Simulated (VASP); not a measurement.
Input of a VASP 6.6.1 run:

Contents of POSCAR:

```
GeW
1.0
    0.0000000000      2.5776100000      2.5776100000
    2.5776100000      0.0000000000      2.5776100000
    2.5776100000      2.5776100000      0.0000000000
Ge W
1 1
Direct
    0.5000000000      0.5000000000      0.5000000000
    0.0000000000      0.0000000000      0.0000000000
```

Contents of INCAR.step1:

```
SYSTEM = GeW
PREC = Accurate
ENCUT = 520
ISMEAR = -1
SIGMA = 0.05
LREAL = .FALSE.
LASPH = .TRUE.
NELM = 150
MAGMOM = 0 0 0 0 0 0
LSORBIT = .TRUE.
GGA_COMPAT = .FALSE.
LMAXMIX = 4
NBANDS = 40
GGA = PE
ALGO = Normal
EDIFF = 1E-4
LWAVE = .TRUE.
LCHARG = .FALSE.
```

The input INCAR.step2:

```
SYSTEM = GeW
PREC = Accurate
ENCUT = 520
EDIFF = 1E-6
ISMEAR = -1
SIGMA = 0.05
LREAL = .FALSE.
LASPH = .TRUE.
NELM = 150
ALGO = Normal
ISIF = 2
LWAVE = .FALSE.
LCHARG = .TRUE.
MAGMOM = 0 0 0 0 0 0
LORBIT = 11
LSORBIT = .TRUE.
GGA_COMPAT = .FALSE.
LORBMOM = .TRUE.
LMAXMIX = 4
METAGGA = R2SCAN
LMIXTAU = .TRUE.
LVHAR = .TRUE.
NBANDS = 40
ISTART = 1
```

The input KPOINTS:

```
regular mesh
0
G
  7 7 7
  0 0 0
```

Potentials or basis: VASP PAW PBE potentials, release 64 (Ge_d, W_sv).

Run with:

```sh
$ cat potpaw_PBE.64/Ge_d/POTCAR potpaw_PBE.64/W_sv/POTCAR > POTCAR
$ cp INCAR.step1 INCAR
$ mpirun -np 1 vasp_ncl > vasp.out
$ cp INCAR.step2 INCAR
$ mpirun -np 1 vasp_ncl > vasp.out
```

What does it give for the pressure?

-2.7 GPa.

Predict the net moment.

0.00 μB per cell.

Moments on the atoms (μB; x, y, z):
```
Ge  0.00 0.00 0.00
W   0.00 0.00 0.00
```

Caveat: the PAW data sets were made with another functional, which shifts forces and pressure a little.
